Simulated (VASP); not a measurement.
W: single point with PBE

Crystal: W.

```
CELL_PARAMETERS angstrom
-1.58234 1.58234 1.58234
1.58234 -1.58234 1.58234
1.58234 1.58234 -1.58234
ATOMIC_POSITIONS crystal
W 0.00000 0.00000 0.00000
```

- Program: VASP 6.6.1
- Task: single point
- Functional: PBE
- Potentials or basis: VASP PAW PBE potentials, release 64 (W_sv)
- Cutoff: 500 eV
- k mesh: 9 × 9 × 9
- Occupations: methfessel-paxton, width 0.05 eV
- Spin: no spin polarisation
- Dipole correction: no
- Further INCAR settings: ALGO = Normal; EDIFF = 1e-06; NBANDS = 13

```yaml
Pressure: 6.0 GPa
Band_gap_on_the_k_mesh: zero (band 7 reaches 15.46 eV, above the bottom of band 8 at 10.22 eV)
```

Levels at points of the mesh, in eV from the Fermi level:
```tsv
k point	band 4	band 5	band 6	band 7	band 8	band 9	band 10	band 11
(0.00, 0.00, 0.00)	-37.83	-9.73	-1.31	-1.31	-1.31	2.18	2.18	14.43
```

It took 5.2 s on 1 thread of Intel Xeon 6975P-C, on a shared host, peak memory 0.12 GiB.

Caveat: spin-orbit coupling is left out, which moves the levels of the heavy elements.
